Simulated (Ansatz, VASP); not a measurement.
BaS in VASP and in Ansatz

```
CELL_PARAMETERS angstrom
0.00000 3.19375 3.19375
3.19375 0.00000 3.19375
3.19375 3.19375 0.00000
ATOMIC_POSITIONS crystal
Ba 0.00000 0.00000 0.00000
S 0.50000 0.50000 0.50000
```

Alike in both runs: task single point; functional PBE; k mesh 8 × 8 × 8; occupations gaussian, width 0.05 eV; no spin polarisation.

```csv
,VASP,Ansatz
version,VASP 6.6.1,Ansatz 0.2.0
potentials or method,"VASP PAW PBE potentials, release 64 (Ba_sv, S), cutoff 520 eV","scalar-relativistic, plane waves, PAW"
valence electrons in the cell,16,16
```

|  | VASP | Ansatz | Ansatz less VASP |
| --- | --- | --- | --- |
| gap on the k mesh at the Fermi level (eV) | 2.11 | 2.21 | +0.099 |
| least direct gap on the mesh (eV) | 2.24 | 2.31 | +0.067 |
| pressure (GPa) | 1.4 | 0.8 | -0.59 |

Spin-orbit coupling is off throughout.
